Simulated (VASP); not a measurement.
# Ge (P6_3/mmc) in VASP: relaxation of cell and atoms with PBEsol

Aim: the relaxation of cell and atoms of Ge with PBEsol.

Program: VASP 6.6.1. These are calculated values, not measurements. Logs are shortened: lines on timing, memory, paths and dates and some standing lists are left out, and cuts for length are marked.

## (1) The cell of the first run

It takes space group P6_3/mmc (No. 194, hexagonal). Conventional cell: a = 2.337 Å, b = 2.337 Å, c = 3.785 Å, α = 90.00°, β = 90.00°, γ = 120.00°. Ge (site symmetry -6m2) has 12 Ge at 2.32 to 2.34 Å within 3.1 Å.

This isn't the form of Ge at room conditions, which is diamond.

## (2) Relaxation of cell and atoms, PBEsol, target pressure 270 GPa, at which the enthalpy is minimised

Contents of INCAR:

```
SYSTEM = Ge
  ALGO = Normal
  EDIFF = 1E-6
  EDIFFG = -0.005
  ENCUT = 600
  GGA = PS
  IBRION = 2
  ISIF = 3
  ISMEAR = -1
  LASPH = .True.
  LCHARG = .False.
  LREAL = .False.
  LWAVE = .False.
  NELM = 100
  NSW = 60
  PREC = Accurate
  PSTRESS = 2700.0
  SIGMA = 0.05
```

Contents of KPOINTS:

```
k-points
0
Gamma
  19 19 10
  0 0 0
```

Contents of POSCAR:

```
Ge
1.0
    2.3366049821      0.0000000000      0.0000000000
   -1.1683024911      2.0235592732      0.0000000000
    0.0000000000      0.0000000000      3.7853000711
Ge
2
Direct
    0.3333333333      0.6666666667      0.2500000000
    0.6666666667      0.3333333333      0.7500000000
```

Potentials or basis: VASP PAW PBE potentials, release 64 (Ge_d).

Command:

```sh
cat potpaw_PBE.64/Ge_d/POTCAR > POTCAR
mpirun -np 1 vasp_std > vasp.out
```

OUTCAR:

```text
SYSTEM = Ge
   EDIFF = 1E-6
   EDIFFG = -0.005
   ENCUT = 600
   GGA = PS
   IBRION = 2
   ISIF = 3
   ISMEAR = -1
   LASPH = .True.
   LREAL = .False.
   NELM = 100
   NSW = 60
   PREC = Accurate
   PSTRESS = 2700.0

 ion  position               nearest neighbor table
   1  0.333  0.667  0.250-   2 2.32   2 2.32   2 2.32   2 2.32   2 2.32   2 2.32
   2  0.667  0.333  0.750-   1 2.32   1 2.32   1 2.32   1 2.32   1 2.32   1 2.32

  LATTYP: Found a hexagonal cell.
 ALAT       =     2.3366049821
 C/A-ratio  =     1.6200000000

  Lattice vectors:

 A1 = (   2.3366049821,   0.0000000000,   0.0000000000)
 A2 = (  -1.1683024911,   2.0235592732,   0.0000000000)
 A3 = (   0.0000000000,   0.0000000000,   3.7853000711)

Analysis of symmetry for initial positions (statically):
=====================================================================
 Subroutine PRICEL returns:
 Original cell was already a primitive cell.

 Routine SETGRP: Setting up the symmetry group for a
 hexagonal supercell.

 Subroutine GETGRP returns: Found 24 space group operations
 (whereof 12 operations were pure point group operations)
 out of a pool of 24 trial point group operations.

The static configuration has the point symmetry D_3d.
 The point group associated with its full space group is D_6h.

Analysis of symmetry for dynamics (positions and initial velocities):
=====================================================================
 Subroutine PRICEL returns:
 Original cell was already a primitive cell.

 Routine SETGRP: Setting up the symmetry group for a
 hexagonal supercell.

 Subroutine GETGRP returns: Found 24 space group operations
 (whereof 12 operations were pure point group operations)
 out of a pool of 24 trial point group operations.

The dynamic configuration has the point symmetry D_3d.
 The point group associated with its full space group is D_6h.

 Subroutine INISYM returns: Found 24 space group operations
 (whereof 12 operations are pure point group operations),
 and found     1 'primitive' translations

----------------------------------------------------------------------------------------

                                     Primitive cell

  volume of cell :      17.8979

  direct lattice vectors                    reciprocal lattice vectors
[... 103 lines left out ...]
   EFERMI_NEDOS =   21; number of points for ismear=-14 and -15
   IALGO  =     38    algorithm
   IMIX   =      4    mixing-type and parameters
     AMIX     =   0.40;   BMIX     =  1.00
     AMIX_MAG =   1.60;   BMIX_MAG =  1.00
  volume/ion in A,a.u.               =       8.95        60.39
  Fermi-wavevector in a.u.,A,eV,Ry     =   1.900467  3.591362 49.141179  3.611775
  Thomas-Fermi vector in A             =   2.939572
   LORBIT       =      0    0 simple, 1 ext, 2 COOP (PROOUT), +10 PAW based schemes
   GGA     = PS    functional components
   LHFCALC =     F    Hartree Fock is set to
   AEXX    =    0.0000 exact exchange contribution
   IVDW    =     0    specifies the selected vdW correction
   LEPSILON=     F    determine dielectric tensor
   LRPA    =     F    only Hartree local field effects (RPA)
 conjugate gradient relaxation of ions
 non-spin polarized calculation
  energy-cutoff  :      600.00
  volume of cell :       17.90
 maximum number of plane-waves:       615
 NGX is ok and might be reduce to    20
   NGX =  9   NGY =  9   NGZ = 15

--------------------------------------- Ionic step        1  -------------------------------------------

 number of electron      27.9999989 magnetization

 Free energy of the ion-electron system (eV)
  ---------------------------------------------------
  ext. energy  EPLUGINS =         0.00000000
  ---------------------------------------------------
  free energy    TOTEN  =        -1.22160811 eV

  energy without entropy =       -1.21689898  energy(sigma->0) =       -1.21925355

------------------------ aborting loop because EDIFF is reached ----------------------------------------

  FORCE on cell =-STRESS in cart. coord.  units (eV):
  Direction    XX          YY          ZZ          XY          YZ          ZX
  --------------------------------------------------------------------------------------
  -------------------------------------------------------------------------------------
  Total       29.5988195     29.5988195     30.3390597     -0.0000000      0.0000000      0.0000000
  in kB     2649.6190077   2649.6190079   2715.8836345     -0.0000001      0.0000000      0.0000000
  external PRESSURE =     -28.2927833 kB  Pullay stress =    2700.0000000 kB
[... 97 lines left out ...]
  energy  without entropy=       -1.0754371096  energy(sigma->0) =       -1.07770737

  enthalpy is  TOTEN    =        28.9382877965 eV   P V=       30.0182654202

[... ionic steps 4 to 10 ...]

--------------------------------------- Ionic step       11  -------------------------------------------

 number of electron      27.9999996 magnetization

------------------------ aborting loop because EDIFF is reached ----------------------------------------
[... 71 lines left out ...]
--------------------------------------- Ionic step       13  -------------------------------------------

 number of electron      27.9999996 magnetization

 Free energy of the ion-electron system (eV)
  ---------------------------------------------------
  ext. energy  EPLUGINS =         0.00000000
  ---------------------------------------------------
  free energy    TOTEN  =        -1.15172993 eV

  energy without entropy =       -1.14758768  energy(sigma->0) =       -1.14965880

 E-fermi :  18.5348     XC(G=0): -15.8278

 val. band max:       18.5148768584   @ k =   0.2632   0.0526   0.5000
 cond. band min:      18.5623292440   @ k =   0.3684   0.1579   0.4000
 fundamental gap:      0.0474523856
 Fermi energy:        18.5347790307

 k-point     1 :       0.0000    0.0000    0.0000
  band No.  band energies     occupation
      1      -8.2713      2.00000
      2      -7.9158      2.00000
      3      -7.8595      2.00000
      4      -7.8595      2.00000
      5      -7.7789      2.00000
      6      -7.7789      2.00000
[... 481 lines left out ...]
      5      -7.6774      2.00000
      6      -7.6155      2.00000
[... 10 lines left out ...]
     17      22.8525      0.00000
     18      30.0182      0.00000

 [... further k-points ...]

------------------------ aborting loop because EDIFF is reached ----------------------------------------

  FORCE on cell =-STRESS in cart. coord.  units (eV):
  Direction    XX          YY          ZZ          XY          YZ          ZX
  --------------------------------------------------------------------------------------
  -------------------------------------------------------------------------------------
  Total       30.0838388     30.0838388     30.0895668     -0.0000000      0.0000000     -0.0000000
  in kB     2699.6125947   2699.6125954   2700.1266051     -0.0000002      0.0000000     -0.0000000
  external PRESSURE =      -0.2160683 kB  Pullay stress =    2700.0000000 kB
[... 21 lines left out ...]
  energy  without entropy=       -1.1475876792  energy(sigma->0) =       -1.14965880

  enthalpy is  TOTEN    =        28.9364260535 eV   P V=       30.0881559791

 reached required accuracy - stopping structural energy minimisation
```

OSZICAR:

```text
N       E                     dE             d eps       ncg     rms          rms(c)
DAV:   1     0.139519643341E+03    0.13952E+03   -0.14848E+04 10142   0.552E+03
DAV:   2     0.980985102117E+01   -0.12971E+03   -0.12663E+03  8666   0.509E+02
DAV:   3    -0.154840117587E+01   -0.11358E+02   -0.11187E+02  9390   0.123E+02
[... 83 lines left out ...]
DAV:   3    -0.115031125427E+01    0.62597E-05   -0.71626E-06 10298   0.887E-02    0.266E-03
DAV:   4    -0.115031132024E+01   -0.65979E-07   -0.17465E-06  6064   0.214E-02
  12 F= 0.28936426E+02 E0= 0.28938497E+02  d E =-.379628E-06
       N       E                     dE             d eps       ncg     rms          rms(c)
DAV:   1    -0.115173053502E+01   -0.14193E-02   -0.11050E-05 10144   0.887E-02    0.583E-03
DAV:   2    -0.115172992563E+01    0.60939E-06   -0.60130E-07  4558   0.259E-02
  13 F= 0.28936426E+02 E0= 0.28938497E+02  d E =-.646937E-06
```

Run time: 6.7 min. Hardware: 1 thread of Intel Xeon Platinum 8259CL at 2.50GHz (Skylake/Cascade Lake), shared host; peak memory 0.21 GiB.

Results:

```
Free energy                                                : -1.1517 eV
Relaxed volume                                             : 8.93 Å³/atom
Relaxed cell                                               : a = 2.326 Å, b = 2.326 Å, c = 3.809 Å, α = 90.00°, β = 90.00°, γ = 120.00°
Space group after relaxing (to 0.1 Å)                      : P6_3/mmc (No. 194)
Energy change on relaxing (the run minimises the enthalpy) : +34.9 meV/atom
Ionic steps                                                : 13
Pressure after relaxing                                    : 270.0 GPa
Band gap on the k mesh                                     : zero (bands 14 and 15 overlap by 18.39 eV)
```

Step by step:
| step | energy change (eV) | largest force (eV/Å) | pressure (GPa) | volume (Å³) |
| --- | --- | --- | --- | --- |
| 1 | 0.0000 | 0.0000 | 267.17 | 17.90 |
| 2 | 0.7090 | 0.0000 | 290.85 | 17.49 |
| 3 | 0.1416 | 0.0000 | 272.21 | 17.81 |
| 4 | 0.0134 | 0.0000 | 268.05 | 17.89 |
| 5 | 0.0841 | 0.0000 | 270.39 | 17.85 |
| 6 | 0.0919 | 0.0000 | 270.62 | 17.84 |
| 7 | -0.0076 | 0.0000 | 267.61 | 17.90 |
| 8 | 0.0741 | 0.0000 | 269.91 | 17.85 |
| 9 | 0.0759 | 0.0000 | 270.38 | 17.85 |
| 10 | 0.0744 | 0.0000 | 270.19 | 17.85 |
| 11 | 0.0641 | 0.0000 | 269.66 | 17.86 |
| 12 | 0.0713 | 0.0000 | 270.11 | 17.85 |
| 13 | 0.0699 | 0.0000 | 269.98 | 17.85 |

Final structure:
```xyz
2
Lattice="2.3264 0.0000 0.0000 -1.1632 2.0147 0.0000 0.0000 0.0000 3.8093" Properties=species:S:1:pos:R:3 pbc="T T T"
Ge    0.0000    1.3431    0.9523
Ge    1.1632    0.6716    2.8570
```

Caveat: the cell is relaxed towards a set pressure, so the run minimises the enthalpy, not the energy; the PAW data sets were made with another functional, which shifts forces and pressure a little.
